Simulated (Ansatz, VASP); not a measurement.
## Two plane-wave programs on TaV2H6

Contents of INCAR:

```
  ALGO = Normal
  EDIFF = 1E-7
  EDIFFG = -0.01
  ENCUT = 600
  GGA = PE
  IBRION = 2
  ISIF = 3
  ISMEAR = 0
  LASPH = T
  LCHARG = F
  LREAL = F
  LWAVE = F
  NELM = 60
  NSW = 100
  PREC = Accurate
  SIGMA = 0.1
```

KPOINTS

```
k-points
0
Gamma
  10 10 10
```

File POSCAR:

```
TaV2H6
1.0
    0.0000000000      3.3484515894      3.3484515894
    3.3484515894      0.0000000000      3.3484515894
    3.3484515894      3.3484515894      0.0000000000
Ta V H
1 2 6
Direct
    0.0000000000      0.0000000000      0.0000000000
    0.7500000000      0.7500000000      0.7500000000
    0.2500000000      0.2500000000      0.2500000000
    0.5000000000      0.0000000000      0.0000000000
    0.0000000000      0.5000000000      0.5000000000
    0.0000000000      0.5000000000      0.0000000000
    0.5000000000      0.0000000000      0.5000000000
    0.0000000000      0.0000000000      0.5000000000
    0.5000000000      0.5000000000      0.0000000000
```

Input for Ansatz:

```yaml
crystal:
  lattice:
    - [0.0, 3.3484515894, 3.3484515894]
    - [3.3484515894, 0.0, 3.3484515894]
    - [3.3484515894, 3.3484515894, 0.0]
  atoms:
    - { symbol: Ta, position: [0.0, 0.0, 0.0] }
    - { symbol: V, position: [0.75, 0.75, 0.75] }
    - { symbol: V, position: [0.25, 0.25, 0.25] }
    - { symbol: H, position: [0.5, 0.0, 0.0] }
    - { symbol: H, position: [0.0, 0.5, 0.5] }
    - { symbol: H, position: [0.0, 0.5, 0.0] }
    - { symbol: H, position: [0.5, 0.0, 0.5] }
    - { symbol: H, position: [0.0, 0.0, 0.5] }
    - { symbol: H, position: [0.5, 0.5, 0.0] }
basis:
  ecutwfc: 420
kpoints:
  mp_grid: { grid: [10, 10, 10] }
hamiltonian:
  xc: pbe
scf:
  occupations: { method: gaussian, width: 0.1 }
output:
  forces: true
  stress: true
  eigenvalues: true
  write_density: true
  write_potential: true
  elf: true
  volumetric_format: npy
relax:
  adjacent_minimum: "off"
  f_tol: 0.01
  max_steps: 80
  cell: { stress_tol: 0.05 }
```

Change from the starting cell: ordered vacancies on the A sites of perovskite (Fm-3m, No. 225).

Alike in both runs: task relaxation of cell and atoms; functional PBE; k mesh 10 × 10 × 10; occupations gaussian, width 0.1 eV; no spin polarisation.

|  | VASP | Ansatz |
| --- | --- | --- |
| version | VASP 6.6.1 | Ansatz 0.2.0 |
| potentials or method | VASP PAW PBE potentials, release 64 (Ta_pv, V_sv, H), cutoff 600 eV | scalar-relativistic, plane waves, PAW |
| valence electrons in the cell | 43 | 45 |

```tsv
	VASP	Ansatz	Ansatz less VASP
gap on the k mesh at the Fermi level, each at its own relaxed structure (eV)	none	none	-
relaxed volume (Å³/atom)	8.36	8.35	-0.008
relaxed length of the cell vector where the two differ most in proportion (Å)	4.738	4.736	-0.0016
```

A gap of «none» marks a metal or a gap that the smearing closes. VASP's potentials hold 43 valence electrons a cell and Ansatz's 45, so a difference there can come from the potentials and not from the codes.

Spin-orbit coupling is off throughout.
